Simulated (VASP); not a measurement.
The system is Pt.

```
Pt
1.0
    -1.58422    1.58422    1.58422
     1.58422   -1.58422    1.58422
     1.58422    1.58422   -1.58422
Pt
1
Direct
  0.00000 0.00000 0.00000
```

This isn't the form of Pt at room conditions, which is fcc.

```yaml
Program: VASP 6.6.1
Task: relaxation of cell and atoms
Functional: PBEsol-based global hybrid with 25 % exact exchange
Potentials_or_basis: VASP PAW PBE potentials, release 64 (Pt)
Cutoff: 600 eV
k_mesh: 6 × 6 × 6
Occupations: fermi-dirac, width 0.05 eV
Spin: no spin polarisation
```

At the start: pressure -15.4 GPa; volume 15.90 Å³/atom.

Question: How do energy, volume and symmetry change on relaxing?

Answer: Over 5 steps the energy falls by 48.3 meV/atom and the volume is 14.95 Å³/atom (-6.0 %); space group Im-3m (No. 229, to 0.1 Å) before and after.

Step by step:
```csv
step,energy change (eV),largest force (eV/Å),pressure (GPa),volume (Å³)
1,0.0000,0.0000,-15.35,15.90
2,0.4145,0.0000,76.05,12.65
3,-0.0481,0.0000,-1.17,15.02
4,-0.0483,0.0000,-0.27,14.97
5,-0.0483,0.0000,0.07,14.95
```

Final structure:
```
CELL_PARAMETERS angstrom
-1.55206 1.55206 1.55206
1.55206 -1.55206 1.55206
1.55206 1.55206 -1.55206
ATOMIC_POSITIONS crystal
Pt 0.00000 0.00000 0.00000
```

Caveat: the k points lie up to 0.48 Å⁻¹ apart in the final cell, too coarse for converged energies and pressures of a metal; the PAW data sets were made with another functional, which shifts forces and pressure a little.
